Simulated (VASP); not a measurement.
Here is a VASP 6.6.1 calculation.

File POSCAR:

```
AlSn
1.0
    4.1269379124      0.0000000000      0.0000000000
   -2.0634689562      3.5740326357      0.0000000000
    0.0000000000      0.0000000000      3.2507879160
Al Sn
1 1
Direct
    0.0000000000      0.0000000000      0.0000000000
    0.3333333333      0.6666666667      0.5000000000
```

Contents of INCAR.step1:

```
PREC = Accurate ; ENCUT = 520
ISMEAR = 1 ; SIGMA = 0.1
LREAL = F ; LASPH = T
NELM = 60 ; NBANDS = 16
GGA = PE ; ALGO = Normal
EDIFF = 1E-4 ; LWAVE = T
LCHARG = F
```

Contents of INCAR.step2:

```
PREC = Accurate ; ENCUT = 520
EDIFF = 1E-6 ; ISMEAR = 1
SIGMA = 0.1 ; LREAL = F
LASPH = T ; NELM = 60
ALGO = Normal ; ISIF = 2
LWAVE = F ; LCHARG = T
METAGGA = R2SCAN ; LMIXTAU = T
LELF = T ; LVHAR = T
NBANDS = 16 ; ISTART = 1
```

File KPOINTS:

```
Automatic mesh
0
Gamma
  8 8 9
```

Potentials or basis: VASP PAW PBE potentials, release 64 (Al, Sn_d).

Command:

```bash
$ cat potpaw_PBE.64/Al/POTCAR potpaw_PBE.64/Sn_d/POTCAR > POTCAR
$ cp INCAR.step1 INCAR
$ mpirun -np 1 vasp_std > vasp.out
$ cp INCAR.step2 INCAR
$ mpirun -np 1 vasp_std > vasp.out
```

**Question.** Predict the pressure.

**Answer.** 1.2 GPa.

Stress tensor (GPa, compression positive):
```
 2.65  0.00  0.00
 0.00  2.65  0.00
 0.00  0.00 -1.67
```

Caveat: the PAW data sets were made with another functional, which shifts forces and pressure a little.
